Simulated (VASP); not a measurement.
# CaPd2S2 (P-3m1) in VASP: single point with r2SCAN

Aim: the single point of CaPd2S2 with r2SCAN.

All numbers are computed with VASP 6.6.1; they aren't measurements. Logs are shortened: lines on timing, memory, paths and dates and some standing lists are left out, and cuts for length are marked.

### 1 The cell of the first run

Symmetry: P-3m1, No. 164, trigonal system. The conventional cell has a = 3.964 Å, b = 3.964 Å, c = 6.768 Å, α = 90.00°, β = 90.00°, γ = 120.00°. Within 3.2 Å of Pd (site symmetry 3m) lie 4 S at 2.45 to 2.60 Å and 3 Pd at 2.87 Å. Within 3.7 Å of Ca (site symmetry -3m) lie 6 S at 2.82 Å and 6 Pd at 3.41 Å. S (site symmetry 3m) has 4 Pd at 2.45 to 2.60 Å and 3 Ca at 2.82 Å within 3.2 Å.

### 2 Single point, r2SCAN

POSCAR

```
CaPd2S2
1.0
    1.9820453629      3.4330032714      0.0000000000
   -1.9820453629      3.4330032714      0.0000000000
    0.0000000000      0.0000000000      6.7682481501
Pd Ca S
2 1 2
Direct
    0.3333333333      0.3333333333      0.3726550126
    0.6666666667      0.6666666667      0.6273449874
    0.0000000000      0.0000000000      0.0000000000
    0.3333333333      0.3333333333      0.7566313053
    0.6666666667      0.6666666667      0.2433686947
```

INCAR.step1

```
PREC = Accurate
ENCUT = 550
ISMEAR = -1
SIGMA = 0.1
LREAL = F
LASPH = T
NELM = 120
NBANDS = 29
GGA = PE
ALGO = Normal
EDIFF = 1E-5
LWAVE = T
LCHARG = F
GGA_COMPAT = F
```

INCAR.step2

```
PREC = Accurate
ENCUT = 550
EDIFF = 1E-6
ISMEAR = -1
SIGMA = 0.1
LREAL = F
LASPH = T
NELM = 120
ALGO = Normal
ISIF = 2
LWAVE = F
LCHARG = F
METAGGA = R2SCAN
LMIXTAU = T
NBANDS = 29
ISTART = 1
GGA_COMPAT = F
```

KPOINTS

```
Automatic mesh
0
Gamma
  8 8 5
```

Potentials or basis: VASP PAW PBE potentials, release 64 (Pd, Ca_sv, S).

Command:

```sh
$ cat potpaw_PBE.64/Pd/POTCAR potpaw_PBE.64/Ca_sv/POTCAR potpaw_PBE.64/S/POTCAR > POTCAR
$ cp INCAR.step1 INCAR
$ mpirun -np 1 vasp_std > vasp.out
$ cp INCAR.step2 INCAR
$ mpirun -np 1 vasp_std > vasp.out
```

OUTCAR:

```text
PREC = Accurate
   ENCUT = 550
   EDIFF = 1E-6
   ISMEAR = -1
   LREAL = F
   LASPH = T
   NELM = 120
   ISIF = 2
   METAGGA = R2SCAN
   ISTART = 1

 ion  position               nearest neighbor table
   1  0.333  0.333  0.373-   5 2.45   5 2.45   5 2.45   4 2.60   2 2.87   2 2.87   2 2.87
   2  0.667  0.667  0.627-   4 2.45   4 2.45   4 2.45   5 2.60   1 2.87   1 2.87   1 2.87
   3  0.000  0.000  0.000-   4 2.82   5 2.82   5 2.82   5 2.82   4 2.82   4 2.82
   4  0.333  0.333  0.757-   2 2.45   2 2.45   2 2.45   1 2.60   3 2.82   3 2.82   3 2.82
   5  0.667  0.667  0.243-   1 2.45   1 2.45   1 2.45   2 2.60   3 2.82   3 2.82   3 2.82

  LATTYP: Found a hexagonal cell.
 ALAT       =     3.9640907258
 C/A-ratio  =     1.7073898198

  Lattice vectors:

 A1 = (   1.9820453629,  -3.4330032714,   0.0000000000)
 A2 = (   1.9820453629,   3.4330032714,   0.0000000000)
 A3 = (   0.0000000000,   0.0000000000,   6.7682481501)

Analysis of symmetry for initial positions (statically):
=====================================================================
 Subroutine PRICEL returns:
 Original cell was already a primitive cell.

 Routine SETGRP: Setting up the symmetry group for a
 hexagonal supercell.

 Subroutine GETGRP returns: Found 12 space group operations
 (whereof 12 operations were pure point group operations)
 out of a pool of 24 trial point group operations.

The static configuration has the point symmetry D_3d.

Analysis of symmetry for dynamics (positions and initial velocities):
=====================================================================
 Subroutine PRICEL returns:
 Original cell was already a primitive cell.

 Routine SETGRP: Setting up the symmetry group for a
 hexagonal supercell.

 Subroutine GETGRP returns: Found 12 space group operations
 (whereof 12 operations were pure point group operations)
 out of a pool of 24 trial point group operations.

The dynamic configuration has the point symmetry D_3d.

 Subroutine INISYM returns: Found 12 space group operations
 (whereof 12 operations are pure point group operations),
 and found     1 'primitive' translations

----------------------------------------------------------------------------------------

                                     Primitive cell

  volume of cell :      92.1073

  direct lattice vectors                    reciprocal lattice vectors
     1.982045363  3.433003271  0.000000000     0.252264660  0.145645069  0.000000000
    -1.982045363  3.433003271  0.000000000    -0.252264660  0.145645069  0.000000000
     0.000000000  0.000000000  6.768248150     0.000000000  0.000000000  0.147748720

  length of vectors
     3.964090726  3.964090726  6.768248150     0.291290139  0.291290139  0.147748720

  position of ions in fractional coordinates (direct lattice)
     0.333333333  0.333333333  0.372655013
     0.666666667  0.666666667  0.627344987
     0.000000000  0.000000000  0.000000000
     0.333333333  0.333333333  0.756631305
     0.666666667  0.666666667  0.243368695

  ion indices of the primitive-cell ions
   primitive index   ion index
                 1           1
                 2           2
                 3           3
                 4           4
                 5           5

----------------------------------------------------------------------------------------

 KPOINTS: Automatic mesh

Automatic generation of k-mesh.
 Grid dimensions read from file:
 generate k-points for:    8    8    5

 Generating k-lattice:

  Cartesian coordinates                     Fractional coordinates (reciprocal lattice)
     0.031533083  0.018205634  0.000000000     0.125000000 -0.000000000  0.000000000
    -0.031533083  0.018205634  0.000000000    -0.000000000  0.125000000  0.000000000
     0.000000000  0.000000000  0.029549744     0.000000000  0.000000000  0.200000000

  Length of vectors
     0.036411267  0.036411267  0.029549744

  Shift w.r.t. Gamma in fractional coordinates (k-lattice)
     0.000000000  0.000000000  0.000000000

 Subroutine IBZKPT returns following result:
 ===========================================

 Found     40 irreducible k-points:

 Following reciprocal coordinates:
            Coordinates               Weight
  0.000000  0.000000  0.000000      1.000000
  0.125000 -0.000000  0.000000      6.000000
  0.250000 -0.000000  0.000000      6.000000
  0.375000 -0.000000  0.000000      6.000000
  0.500000 -0.000000  0.000000      3.000000
  0.250000  0.125000  0.000000      6.000000
[... 16 lines left out ...]
  0.375000  0.500000  0.200000     12.000000
  0.500000  0.250000  0.200000     12.000000
 [... further k-points ...]
   k-points           NKPTS =     40   k-points in BZ     NKDIM =     40   number of bands    NBANDS=     29
   number of dos      NEDOS =    301   number of ions     NIONS =      5
   total plane-waves  NPLWV =  48600
   dimension x,y,z NGX =    30 NGY =   30 NGZ =   54
   dimension x,y,z NGXF=    60 NGYF=   60 NGZF=  108
   ions per type =               2   1   2
   NGX,Y,Z   is equivalent  to a cutoff of  12.58, 12.58, 13.26 a.u.
   NGXF,Y,Z  is equivalent  to a cutoff of  25.16, 25.16, 26.53 a.u.
 SYSTEM =  unknown system
   PREC   = accura    normal or accurate (medium, high low for compatibility)
   ISTART =      1    job   : 0-new  1-cont  2-samecut
   ICHARG =      0    charge: 1-file 2-atom 10-const
   ISPIN  =      1    spin polarized calculation?
   LNONCOLLINEAR =      F non collinear calculations
   LSORBIT =      F    spin-orbit coupling
   LASPH  =      T    aspherical Exc in radial PAW
   ENCUT  =  550.0 eV  40.42 Ry    6.36 a.u.   7.58  7.58 12.94*2*pi/ulx,y,z
   NELM   =    120;   NELMIN=  2; NELMDL=  0     # of ELM steps
   EDIFF  = 0.1E-05   stopping-criterion for ELM
   LREAL  =      F    real-space projection
   EDIFFG = 0.1E-04   stopping-criterion for IOM
   NSW    =      0    number of steps for IOM
   IBRION =     -1    ionic relax: 0-MD 1-quasi-New 2-CG
   NFREE  =      0    steps in history (QN), initial steepest desc. (CG)
   ISIF   =      2    stress and relaxation
   ISYM   =      2    0-nonsym 1-usesym 2-fastsym
   POTIM  = 0.5000    time-step for ionic-motion
   TEBEG  =    0.0;   TEEND  =   0.0 temperature during run
   PSTRESS=    0.0 pullay stress
   NELECT =      42.0000    total number of electrons
   NUPDOWN=      -1.0000    fix difference up-down
   EMIN   =  10.00;   EMAX   =-10.00  energy-range for DOS
   EFERMI =   0.00;   METHOD = LEGACY
   ISMEAR =    -1;   SIGMA  =   0.10  broadening in eV -4-tet -1-fermi 0-gaus
   EFERMI_NEDOS =   21; number of points for ismear=-14 and -15
   IALGO  =     38    algorithm
   IMIX   =      4    mixing-type and parameters
     AMIX     =   0.40;   BMIX     =  1.00
     AMIX_MAG =   1.60;   BMIX_MAG =  1.00
  volume/ion in A,a.u.               =      18.42       124.31
  Fermi-wavevector in a.u.,A,eV,Ry     =   1.260066  2.381179 21.602867  1.587766
  Thomas-Fermi vector in A             =   2.393594
   LORBIT       =      0    0 simple, 1 ext, 2 COOP (PROOUT), +10 PAW based schemes
   METAGGA = R2SCAN    functional components
   LHFCALC =     F    Hartree Fock is set to
   AEXX    =    0.0000 exact exchange contribution
   IVDW    =     0    specifies the selected vdW correction
   LEPSILON=     F    determine dielectric tensor
   LRPA    =     F    only Hartree local field effects (RPA)
 non-spin polarized calculation
  energy-cutoff  :      550.00
  volume of cell :       92.11
 maximum number of plane-waves:      2726
   NGX = 15   NGY = 15   NGZ = 25

 number of electron      41.9999998 magnetization

 Free energy of the ion-electron system (eV)
  ---------------------------------------------------
  ext. energy  EPLUGINS =         0.00000000
  ---------------------------------------------------
  free energy    TOTEN  =       -73.58113892 eV

  energy without entropy =      -73.42530538  energy(sigma->0) =      -73.50322215

 E-fermi :   6.6292     XC(G=0): -11.4502

 val. band max:        6.6163003884   @ k =   0.1250  -0.0000   0.2000
 cond. band min:       6.6315363737   @ k =   0.2500   0.1250   0.2000
 fundamental gap:      0.0152359853
 Fermi energy:         6.6292457246

 k-point     1 :       0.0000    0.0000    0.0000
  band No.  band energies     occupation
      1     -35.6010      2.00000
      2     -15.8569      2.00000
      3     -15.7270      2.00000
      4     -15.7270      2.00000
      5      -8.0545      2.00000
      6      -7.3915      2.00000
[... 21 lines left out ...]
     28      11.6072      0.00000
     29      11.6072      0.00000

 k-point     2 :       0.1250   -0.0000    0.0000
  band No.  band energies     occupation
      1     -35.5996      2.00000
      2     -15.8498      2.00000
      3     -15.7500      2.00000
      4     -15.7314      2.00000
      5      -7.9637      2.00000
      6      -7.3760      2.00000
[... 21 lines left out ...]
     28      11.4916      0.00000
     29      11.7149      0.00000

 k-point     3 :       0.2500   -0.0000    0.0000
  band No.  band energies     occupation
      1     -35.5963      2.00000
      2     -15.8333      2.00000
      3     -15.8035      2.00000
      4     -15.7420      2.00000
      5      -7.7362      2.00000
      6      -7.3403      2.00000
[... 21 lines left out ...]
     28      11.7045      0.00000
     29      12.2363      0.00000

 k-point     4 :       0.3750   -0.0000    0.0000
  band No.  band energies     occupation
      1     -35.5929      2.00000
      2     -15.8596      2.00000
      3     -15.8130      2.00000
      4     -15.7526      2.00000
      5      -7.4893      2.00000
      6      -7.3127      2.00000
[... 597 lines left out ...]
     28      12.1118      0.00000
     29      12.9152      0.00000

 k-point    23 :       0.3750    0.5000    0.2000
  band No.  band energies     occupation
      1     -35.5915      2.00000
      2     -15.8678      2.00000
      3     -15.8066      2.00000
      4     -15.7699      2.00000
      5      -7.3575      2.00000
      6      -7.3261      2.00000
[... 21 lines left out ...]
     28      12.6874      0.00000
     29      12.9868      0.00000

 k-point    24 :       0.5000    0.2500    0.2000
  band No.  band energies     occupation
      1     -35.5915      2.00000
      2     -15.8492      2.00000
      3     -15.8091      2.00000
      4     -15.7864      2.00000
      5      -7.3885      2.00000
      6      -7.2959      2.00000
[... 21 lines left out ...]
     28      12.1533      0.00000
     29      13.2767      0.00000

 [... further k-points ...]
[... 5 lines left out ...]
  --------------------------------------------------------------------------------------
  -------------------------------------------------------------------------------------
  Total        0.0653990      0.0653990      0.1307499     -0.0000000      0.0000000      0.0000000
  in kB        1.1375946      1.1375946      2.2743529     -0.0000000      0.0000000      0.0000000
  external PRESSURE =       1.5165140 kB  Pullay stress =       0.0000000 kB

 VOLUME and BASIS-vectors are now :
 -----------------------------------------------------------------------------
  energy-cutoff  :      550.00
  volume of cell :       92.11
      direct lattice vectors                 reciprocal lattice vectors
     1.982045363  3.433003271  0.000000000     0.252264660  0.145645069  0.000000000
    -1.982045363  3.433003271  0.000000000    -0.252264660  0.145645069  0.000000000
     0.000000000  0.000000000  6.768248150     0.000000000  0.000000000  0.147748720

 POSITION                                       TOTAL-FORCE (eV/Angst)
 -----------------------------------------------------------------------------------
      0.00000      2.28867      2.52222        -0.000000      0.000000     -0.012946
      0.00000      4.57734      4.24603         0.000000     -0.000000      0.012946
      0.00000      0.00000      0.00000         0.000000      0.000000      0.000000
      0.00000      2.28867      5.12107        -0.000000      0.000000     -0.024663
      0.00000      4.57734      1.64718         0.000000     -0.000000      0.024663
 -----------------------------------------------------------------------------------
    total drift:                               -0.000000     -0.000000      0.000000

  FREE ENERGIE OF THE ION-ELECTRON SYSTEM (eV)
  ---------------------------------------------------
  free  energy   TOTEN  =       -73.5811389245 eV

  energy  without entropy=      -73.4253053757  energy(sigma->0) =      -73.50322215
```

Run time: 12 min. Hardware: 1 thread of AMD EPYC 7R13, shared host; peak memory 0.27 GiB.

Results:

```yaml
Free_energy: -73.5811 eV
Pressure: 0.2 GPa
Largest_force: 0.025 eV/Å
Band_gap_on_the_k_mesh: zero (bands 21 and 22 overlap by 0.71 eV)
```

Forces on the atoms (eV/Å):
```
Pd   0.000  0.000 -0.013
Pd   0.000  0.000  0.013
Ca   0.000  0.000  0.000
S    0.000  0.000 -0.025
S    0.000  0.000  0.025
```

Stress tensor (GPa, compression positive):
```
0.11 0.00 0.00
0.00 0.11 0.00
0.00 0.00 0.23
```

Levels at points of the mesh, in eV from the Fermi level:
```
           k point  band 17  band 18  band 19  band 20  band 21  band 22  band 23  band 24  band 25  band 26
(0.00, 0.00, 0.00)    -1.83     0.06     0.06     0.18     0.48     0.48     1.28     3.20     3.59     3.87
(0.50, 0.00, 0.00)    -1.86    -1.84    -1.54    -1.53    -1.29     0.01     3.21     4.01     5.07     5.52
```

Caveat: the PAW data sets were made with another functional, which shifts forces and pressure a little.
